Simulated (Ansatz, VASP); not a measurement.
**Al2O3: VASP beside Ansatz**

```xyz
10
Lattice="2.4600 1.4203 4.1771 -2.4600 1.4203 4.1771 0.0000 -2.8406 4.1771" Properties=species:S:1:pos:R:3 pbc="T T T"
Al    0.0000    0.0000   10.7261
Al    0.0000    0.0000    8.0710
Al    0.0000    0.0000    1.8053
Al    0.0000    0.0000    4.4604
O    -0.9537   -1.4203    5.2214
O     1.7069   -0.1158    5.2214
O    -0.7532    1.5361    5.2214
O     0.9537    1.4203    7.3100
O    -1.7069    0.1158    7.3100
O     0.7532   -1.5361    7.3100
```

Alike in both runs: task single point; functional PBE; k mesh 6 × 6 × 6; occupations gaussian, width 0.05 eV; no spin polarisation.

|  | VASP | Ansatz |
| --- | --- | --- |
| version | VASP 6.6.1 | Ansatz 0.2.0 |
| potentials or method | VASP PAW PBE potentials, release 64 (Al, O), cutoff 520 eV | scalar-relativistic, plane waves, PAW |
| valence electrons in the cell | 48 | 48 |

```csv
,VASP,Ansatz,Ansatz less VASP
gap on the k mesh at the Fermi level (eV),5.15,5.16,+0.007
least direct gap on the mesh (eV),5.15,5.16,+0.007
pressure (GPa),-0.7,-0.6,+0.05
"traceless stress, the component that is largest in VASP (GPa)",14.68,14.69,+0.003
rms of the force components (eV/Å),0.140,0.142,+0.0025
```

Atom by atom the forces differ by 0.003 eV/Å (rms over components).
